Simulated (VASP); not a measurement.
# Mo in VASP: a series of runs

Mo is run at these levels: revPBE+D3(BJ), PBE; tasks: single point.

All numbers are computed with VASP 6.6.1; they aren't measurements. Logs are shortened: lines on timing, memory, paths and dates and some standing lists are left out, and cuts for length are marked.

### 1 The cell of the first run

Symmetry: Im-3m, No. 229, cubic system. Conventional cell: a = 3.230 Å, b = 3.230 Å, c = 3.230 Å, α = 90.00°, β = 90.00°, γ = 90.00°. Mo (site symmetry m-3m) has 14 Mo at 2.80 to 3.23 Å within 3.7 Å.

### 2 Single point, revPBE+D3(BJ), collinear spin, ferromagnetic start (volume scaled by 1.06)

Contents of INCAR:

```
SYSTEM = Mo
  PREC = Accurate
  ENCUT = 520
  EDIFF = 1E-7
  ISMEAR = -1
  SIGMA = 0.025
  LREAL = .FALSE.
  LASPH = .TRUE.
  NELM = 150
  ALGO = Fast
  ISIF = 2
  LWAVE = .FALSE.
  LCHARG = .FALSE.
  ISPIN = 2
  MAGMOM = 1.14
  LORBIT = 11
  LMAXMIX = 4
  GGA = RE
  IVDW = 12
  NBANDS = 17
```

Contents of KPOINTS:

```
Automatic mesh
0
G
  12 12 12
  0 0 0
```

Contents of POSCAR:

```
Mo
1.0
   -1.6148719360      1.6148719360      1.6148719360
    1.6148719360     -1.6148719360      1.6148719360
    1.6148719360      1.6148719360     -1.6148719360
Mo
1
Direct
    0.0000000000      0.0000000000      0.0000000000
```

Potentials or basis: VASP PAW PBE potentials, release 64 (Mo_sv).

Command:

```console
cat potpaw_PBE.64/Mo_sv/POTCAR > POTCAR
mpirun -np 1 vasp_std > vasp.out
```

OUTCAR:

```text
SYSTEM = Mo
   PREC = Accurate
   ENCUT = 520
   EDIFF = 1E-7
   ISMEAR = -1
   LREAL = .FALSE.
   LASPH = .TRUE.
   NELM = 150
   ISIF = 2
   ISPIN = 2
   LORBIT = 11
   GGA = RE
   IVDW = 12
 IVDW          = 12

 ion  position               nearest neighbor table
   1  0.000  0.000  0.000-

  LATTYP: Found a body centered cubic cell.
 ALAT       =     3.2297438720

  Lattice vectors:

 A1 = (  -1.6148719360,   1.6148719360,   1.6148719360)
 A2 = (   1.6148719360,  -1.6148719360,   1.6148719360)
 A3 = (   1.6148719360,   1.6148719360,  -1.6148719360)

Analysis of symmetry for initial positions (statically):
=====================================================================
 Subroutine PRICEL returns:
 Original cell was already a primitive cell.

 Routine SETGRP: Setting up the symmetry group for a
 body centered cubic supercell.

 Subroutine GETGRP returns: Found 48 space group operations
 (whereof 48 operations were pure point group operations)
 out of a pool of 48 trial point group operations.

The static configuration has the point symmetry O_h .

Analysis of symmetry for dynamics (positions and initial velocities):
=====================================================================
 Subroutine PRICEL returns:
 Original cell was already a primitive cell.

 Routine SETGRP: Setting up the symmetry group for a
 body centered cubic supercell.

 Subroutine GETGRP returns: Found 48 space group operations
 (whereof 48 operations were pure point group operations)
 out of a pool of 48 trial point group operations.

The dynamic configuration has the point symmetry O_h .

Analysis of structural, dynamic, and magnetic symmetry:
=====================================================================
 Subroutine PRICEL returns:
 Original cell was already a primitive cell.

 Routine SETGRP: Setting up the symmetry group for a
 body centered cubic supercell.

 Subroutine GETGRP returns: Found 48 space group operations
 (whereof 48 operations were pure point group operations)
 out of a pool of 48 trial point group operations.

The overall configuration has the point symmetry O_h .

 Subroutine INISYM returns: Found 48 space group operations
 (whereof 48 operations are pure point group operations),
 and found     1 'primitive' translations

----------------------------------------------------------------------------------------

                                     Primitive cell

  volume of cell :      16.8451

  direct lattice vectors                    reciprocal lattice vectors
    -1.614871936  1.614871936  1.614871936     0.000000000  0.309622075  0.309622075
     1.614871936 -1.614871936  1.614871936     0.309622075  0.000000000  0.309622075
     1.614871936  1.614871936 -1.614871936     0.309622075  0.309622075  0.000000000

  length of vectors
     2.797040241  2.797040241  2.797040241     0.437871738  0.437871738  0.437871738

  position of ions in fractional coordinates (direct lattice)
     0.000000000  0.000000000  0.000000000

  ion indices of the primitive-cell ions
   primitive index   ion index
                 1           1

----------------------------------------------------------------------------------------

 KPOINTS: Automatic mesh

Automatic generation of k-mesh.
 Grid dimensions read from file:
 generate k-points for:   12   12   12

 Generating k-lattice:

  Cartesian coordinates                     Fractional coordinates (reciprocal lattice)
     0.000000000  0.025801840  0.025801840     0.083333333  0.000000000  0.000000000
     0.025801840  0.000000000  0.025801840     0.000000000  0.083333333  0.000000000
     0.025801840  0.025801840  0.000000000     0.000000000  0.000000000  0.083333333

  Length of vectors
     0.036489311  0.036489311  0.036489311

  Shift w.r.t. Gamma in fractional coordinates (k-lattice)
     0.000000000  0.000000000  0.000000000

 Subroutine IBZKPT returns following result:
 ===========================================

 Found     72 irreducible k-points:

 Following reciprocal coordinates:
            Coordinates               Weight
  0.000000  0.000000  0.000000      1.000000
  0.083333  0.000000  0.000000     12.000000
  0.166667  0.000000  0.000000     12.000000
  0.250000  0.000000  0.000000     12.000000
  0.333333  0.000000  0.000000     12.000000
  0.416667  0.000000  0.000000     12.000000
[... 16 lines left out ...]
  0.333333  0.083333  0.083333     24.000000
  0.416667  0.083333  0.083333     12.000000
 [... further k-points ...]
   k-points           NKPTS =     72   k-points in BZ     NKDIM =     72   number of bands    NBANDS=     17
   number of dos      NEDOS =    301   number of ions     NIONS =      1
   total plane-waves  NPLWV =  13824
   dimension x,y,z NGX =    24 NGY =   24 NGZ =   24
   dimension x,y,z NGXF=    48 NGYF=   48 NGZF=   48
   ions per type =               1
   NGX,Y,Z   is equivalent  to a cutoff of  14.26, 14.26, 14.26 a.u.
   NGXF,Y,Z  is equivalent  to a cutoff of  28.53, 28.53, 28.53 a.u.
 SYSTEM =  Mo
   PREC   = accura    normal or accurate (medium, high low for compatibility)
   ISTART =      0    job   : 0-new  1-cont  2-samecut
   ICHARG =      2    charge: 1-file 2-atom 10-const
   ISPIN  =      2    spin polarized calculation?
   LNONCOLLINEAR =      F non collinear calculations
   LSORBIT =      F    spin-orbit coupling
   LASPH  =      T    aspherical Exc in radial PAW
   ENCUT  =  520.0 eV  38.22 Ry    6.18 a.u.   5.20  5.20  5.20*2*pi/ulx,y,z
   NELM   =    150;   NELMIN=  2; NELMDL= -5     # of ELM steps
   EDIFF  = 0.1E-06   stopping-criterion for ELM
   LREAL  =      F    real-space projection
   EDIFFG = 0.1E-05   stopping-criterion for IOM
   NSW    =      0    number of steps for IOM
   IBRION =     -1    ionic relax: 0-MD 1-quasi-New 2-CG
   NFREE  =      0    steps in history (QN), initial steepest desc. (CG)
   ISIF   =      2    stress and relaxation
   ISYM   =      2    0-nonsym 1-usesym 2-fastsym
   POTIM  = 0.5000    time-step for ionic-motion
   TEBEG  =    0.0;   TEEND  =   0.0 temperature during run
   PSTRESS=    0.0 pullay stress
   NELECT =      14.0000    total number of electrons
   NUPDOWN=      -1.0000    fix difference up-down
   EMIN   =  10.00;   EMAX   =-10.00  energy-range for DOS
   EFERMI =   0.00;   METHOD = LEGACY
   ISMEAR =    -1;   SIGMA  =   0.03  broadening in eV -4-tet -1-fermi 0-gaus
   EFERMI_NEDOS =   21; number of points for ismear=-14 and -15
   IALGO  =     68    algorithm
   IMIX   =      4    mixing-type and parameters
     AMIX     =   0.40;   BMIX     =  1.00
     AMIX_MAG =   1.60;   BMIX_MAG =  1.00
  volume/ion in A,a.u.               =      16.85       113.68
  Fermi-wavevector in a.u.,A,eV,Ry     =   1.539192  2.908651 32.233720  2.369112
  Thomas-Fermi vector in A             =   2.645454
   LORBIT       =     11    0 simple, 1 ext, 2 COOP (PROOUT), +10 PAW based schemes
   GGA     = RE    functional components
   LHFCALC =     F    Hartree Fock is set to
   AEXX    =    0.0000 exact exchange contribution
   IVDW    =    12    specifies the selected vdW correction
   LEPSILON=     F    determine dielectric tensor
   LRPA    =     F    only Hartree local field effects (RPA)
 spin polarized calculation
 RMM-DIIS sequential band-by-band and
  energy-cutoff  :      520.00
  volume of cell :       16.85
 maximum number of plane-waves:       468
 NGX is ok and might be reduce to    24
   NGX = 11   NGY = 11   NGZ = 11

 number of electron      13.9999998 magnetization       0.0000254

 number of electron      13.9999998 magnetization      -0.0000395

 Free energy of the ion-electron system (eV)
  ---------------------------------------------------
  ext. energy  EPLUGINS =         0.00000000
  ---------------------------------------------------
  free energy    TOTEN  =       -10.46305945 eV

  energy without entropy =      -10.46214249  energy(sigma->0) =      -10.46260097

 E-fermi :  11.4525     XC(G=0): -12.9230

 val. band max:       11.4440129324   @ k =  -0.1667   0.2500   0.0833
 cond. band min:      11.4868281773   @ k =  -0.3333   0.3333   0.2500
 fundamental gap:      0.0428152449
 Fermi energy:        11.4525030638

 spin component 1

 k-point     1 :       0.0000    0.0000    0.0000
  band No.  band energies     occupation
      1     -49.8122      1.00000
      2     -23.2320      1.00000
      3     -23.2320      1.00000
      4     -23.2320      1.00000
      5       4.5168      1.00000
      6      10.2524      1.00000
[... 9 lines left out ...]
     16      39.8063      0.00000
     17      39.8063      0.00000

 k-point     2 :       0.0833    0.0000    0.0000
  band No.  band energies     occupation
      1     -49.7993      1.00000
      2     -23.3100      1.00000
      3     -23.2565      1.00000
      4     -23.2324      1.00000
      5       4.7969      1.00000
      6      10.1013      1.00000
[... 9 lines left out ...]
     16      39.2773      0.00000
     17      39.6870      0.00000

 k-point     3 :       0.1667    0.0000    0.0000
  band No.  band energies     occupation
      1     -49.7641      1.00000
      2     -23.5197      1.00000
      3     -23.3230      1.00000
      4     -23.2336      1.00000
      5       5.5486      1.00000
      6       9.7149      1.00000
[... 9 lines left out ...]
     16      37.2675      0.00000
     17      39.4253      0.00000

 k-point     4 :       0.2500    0.0000    0.0000
  band No.  band energies     occupation
      1     -49.7156      1.00000
      2     -23.7985      1.00000
      3     -23.4125      1.00000
      4     -23.2353      1.00000
      5       6.4198      1.00000
      6       9.2389      1.00000
[... 9 lines left out ...]
     16      34.4930      0.00000
     17      37.7309      0.00000
[... 343 lines left out ...]
      1     -49.6575      1.00000
      2     -24.0767      1.00000
      3     -23.5079      1.00000
      4     -23.3040      1.00000
      5       7.3407      1.00000
      6       8.7173      1.00000
[... 9 lines left out ...]
     16      37.5927      0.00000
     17      37.6911      0.00000

 k-point    23 :       0.3333    0.0833    0.0833
  band No.  band energies     occupation
      1     -49.6256      1.00000
      2     -24.2117      1.00000
      3     -23.6021      1.00000
      4     -23.3097      1.00000
      5       7.2109      1.00000
      6       8.4798      1.00000
[... 9 lines left out ...]
     16      37.3463      0.00000
     17      39.2100      0.00000

 k-point    24 :       0.4167    0.0833    0.0833
  band No.  band energies     occupation
      1     -49.6138      1.00000
      2     -24.2595      1.00000
      3     -23.6376      1.00000
      4     -23.3117      1.00000
      5       7.1169      1.00000
      6       8.3988      1.00000
[... 9 lines left out ...]
     16      37.3837      0.00000
     17      39.1247      0.00000

 [... further k-points ...]

 spin component 2

 k-point     1 :       0.0000    0.0000    0.0000
  band No.  band energies     occupation
      1     -49.8122      1.00000
      2     -23.2321      1.00000
      3     -23.2321      1.00000
      4     -23.2321      1.00000
      5       4.5168      1.00000
      6      10.2524      1.00000
[... 9 lines left out ...]
     16      39.8063      0.00000
     17      39.8063      0.00000

 k-point     2 :       0.0833    0.0000    0.0000
  band No.  band energies     occupation
      1     -49.7994      1.00000
      2     -23.3101      1.00000
      3     -23.2566      1.00000
      4     -23.2325      1.00000
      5       4.7969      1.00000
      6      10.1012      1.00000
[... 9 lines left out ...]
     16      39.2773      0.00000
     17      39.6870      0.00000

 k-point     3 :       0.1667    0.0000    0.0000
  band No.  band energies     occupation
      1     -49.7642      1.00000
      2     -23.5198      1.00000
      3     -23.3230      1.00000
      4     -23.2337      1.00000
      5       5.5487      1.00000
      6       9.7149      1.00000
[... 9 lines left out ...]
     16      37.2675      0.00000
     17      39.4253      0.00000

 k-point     4 :       0.2500    0.0000    0.0000
  band No.  band energies     occupation
      1     -49.7157      1.00000
      2     -23.7985      1.00000
      3     -23.4125      1.00000
      4     -23.2353      1.00000
      5       6.4198      1.00000
      6       9.2388      1.00000
[... 9 lines left out ...]
     16      34.4930      0.00000
     17      37.7309      0.00000
[... 343 lines left out ...]
      1     -49.6576      1.00000
      2     -24.0767      1.00000
      3     -23.5079      1.00000
      4     -23.3041      1.00000
      5       7.3407      1.00000
      6       8.7173      1.00000
[... 9 lines left out ...]
     16      37.5927      0.00000
     17      37.6911      0.00000

 k-point    23 :       0.3333    0.0833    0.0833
  band No.  band energies     occupation
      1     -49.6256      1.00000
      2     -24.2117      1.00000
      3     -23.6021      1.00000
      4     -23.3097      1.00000
      5       7.2109      1.00000
      6       8.4798      1.00000
[... 9 lines left out ...]
     16      37.3463      0.00000
     17      39.2100      0.00000

 k-point    24 :       0.4167    0.0833    0.0833
  band No.  band energies     occupation
      1     -49.6139      1.00000
      2     -24.2595      1.00000
      3     -23.6376      1.00000
      4     -23.3118      1.00000
      5       7.1168      1.00000
      6       8.3988      1.00000
[... 9 lines left out ...]
     16      37.3837      0.00000
     17      39.1247      0.00000

 [... further k-points ...]

------------------------ aborting loop because EDIFF is reached ----------------------------------------

 Edisp (eV)   -1.23138

 E8    (eV) :    -0.8906

  FORCE on cell =-STRESS in cart. coord.  units (eV):
  Direction    XX          YY          ZZ          XY          YZ          ZX
  --------------------------------------------------------------------------------------
  -------------------------------------------------------------------------------------
  Total      -2.58411    -2.58411    -2.58411    -0.00000    -0.00000     0.00000
  in kB    -245.78021  -245.78021  -245.78021    -0.00000    -0.00000     0.00000
  external pressure =     -245.78 kB  Pullay stress =        0.00 kB

 VOLUME and BASIS-vectors are now :
 -----------------------------------------------------------------------------
  energy-cutoff  :      520.00
  volume of cell :       16.85
      direct lattice vectors                 reciprocal lattice vectors
    -1.614871936  1.614871936  1.614871936     0.000000000  0.309622075  0.309622075
     1.614871936 -1.614871936  1.614871936     0.309622075  0.000000000  0.309622075
     1.614871936  1.614871936 -1.614871936     0.309622075  0.309622075  0.000000000

 POSITION                                       TOTAL-FORCE (eV/Angst)
 -----------------------------------------------------------------------------------
      0.00000      0.00000      0.00000         0.000000      0.000000      0.000000
 -----------------------------------------------------------------------------------
    total drift:                                0.000000      0.000000      0.000000

  FREE ENERGIE OF THE ION-ELECTRON SYSTEM (eV)
  ---------------------------------------------------
  free  energy   TOTEN  =       -11.6944437967 eV

  energy  without entropy=      -11.6935268350  energy(sigma->0) =      -11.69398532

 total charge

# of ion       s       p       d       tot
------------------------------------------
    1        2.356   6.179   3.805  12.340

 magnetization (x)

# of ion       s       p       d       tot
------------------------------------------
    1        0.000   0.000  -0.000  -0.000
```

Run time: 88 s. Hardware: 1 thread of Intel Xeon 6975P-C, shared host; peak memory 0.18 GiB.

What came out:

- Free energy: -11.6944 eV
- Pressure: -24.6 GPa
- Band gap on the k mesh: zero (filled and empty bands overlap)
- Net moment: 0.00 μB per cell
- Valence electrons inside the program's atomic spheres: Mo 12.34
- Dispersion energy per atom: -1.231 eV

Caveat: the cell differs from its parent crystal (volume scaled by 1.06); three body term missing; the PAW data sets were made with another functional, which shifts forces and pressure a little; pairwise dispersion overbinds metals, which lowers pressure and volume.

### 3 Single point, PBE, non-collinear spin, typed start, spin-orbit coupling

This run uses another cell than the first one, of 15.89 Å³/atom, 0.943 times its volume.

Contents of INCAR:

```
SYSTEM = Mo
ALGO = Normal ; EDIFF = 1E-6
ENCUT = 520 ; GGA = PE
GGA_COMPAT = .FALSE. ; ISIF = 2
ISMEAR = -5 ; LASPH = .TRUE.
LCHARG = .FALSE. ; LMAXMIX = 4
LORBIT = 11 ; LORBMOM = .TRUE.
LREAL = .FALSE. ; LSORBIT = .TRUE.
LWAVE = .FALSE. ; MAGMOM = 1 0 0
NBANDS = 25 ; NELM = 150
PREC = Accurate ; SIGMA = 0.05
```

Contents of KPOINTS:

```
k-points
0
G
  9 9 9
  0 0 0
```

Contents of POSCAR:

```
Mo
1.0
   -1.5838089719      1.5838089719      1.5838089719
    1.5838089719     -1.5838089719      1.5838089719
    1.5838089719      1.5838089719     -1.5838089719
Mo
1
Direct
    0.0000000000      0.0000000000      0.0000000000
```

Potentials or basis: VASP PAW PBE potentials, release 64 (Mo_sv).

Command:

```console
cat potpaw_PBE.64/Mo_sv/POTCAR > POTCAR
mpirun -np 1 vasp_ncl > vasp.out
```

Wall time 2.5 min (1 thread of Intel Xeon 6975P-C, shared host); peak memory 0.21 GiB.

It converged, with:

- Free energy: -11.0345 eV
- Pressure: -0.3 GPa
- Net moment: 0.00 μB per cell
- Valence electrons inside the program's atomic spheres: Mo 12.46

Stress tensor (GPa, compression positive):
```
-0.55  0.00  0.00
 0.00 -0.21  0.00
 0.00  0.00 -0.21
```

Moments on the atoms (μB; x, y, z):
```
Mo  0.00 0.00 0.00
```

(Part 1 of 2 ends here.)
